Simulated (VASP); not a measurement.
A run of VASP 6.6.1 is set up as follows.

Contents of INCAR:

```
SYSTEM = MgH
ALGO = Normal
EDIFF = 1E-6
ENCUT = 520
GGA = PE
ISIF = 2
ISMEAR = 0
LASPH = .True.
LCHARG = .False.
LREAL = .False.
LWAVE = .False.
NBANDS = 11
NELM = 100
PREC = Accurate
SIGMA = 0.1
```

KPOINTS

```
k-points
0
Gamma
  4 4 4
  0 0 0
```

The input POSCAR:

```
MgH
1.0
    3.3917235357      0.0000000000      0.0000000000
    0.0000000000      3.3917235357      0.0000000000
    0.0000000000      0.0000000000      4.4431203599
Mg H
2 2
Direct
    0.0000000000      0.5000000000      0.0000000000
    0.5000000000      0.0000000000      0.5000000000
    0.5000000000      0.5000000000      0.2500000000
    0.5000000000      0.5000000000      0.7500000000
```

Potentials or basis: VASP PAW PBE potentials, release 64 (Mg, H).

Launch:

```sh
$ cat potpaw_PBE.64/Mg/POTCAR potpaw_PBE.64/H/POTCAR > POTCAR
$ mpirun -np 1 vasp_std > vasp.out
```

Problem. Predict the pressure.

Solution. -0.3 GPa.

Problem. Predict the band gap on the k mesh.

Solution. Zero (bands 3 and 4 overlap by 4.30 eV).

Caveat: the k points lie up to 0.46 Å⁻¹ apart, too coarse for converged energies and pressures of a metal; the cell differs from its parent crystal (atoms taken out).
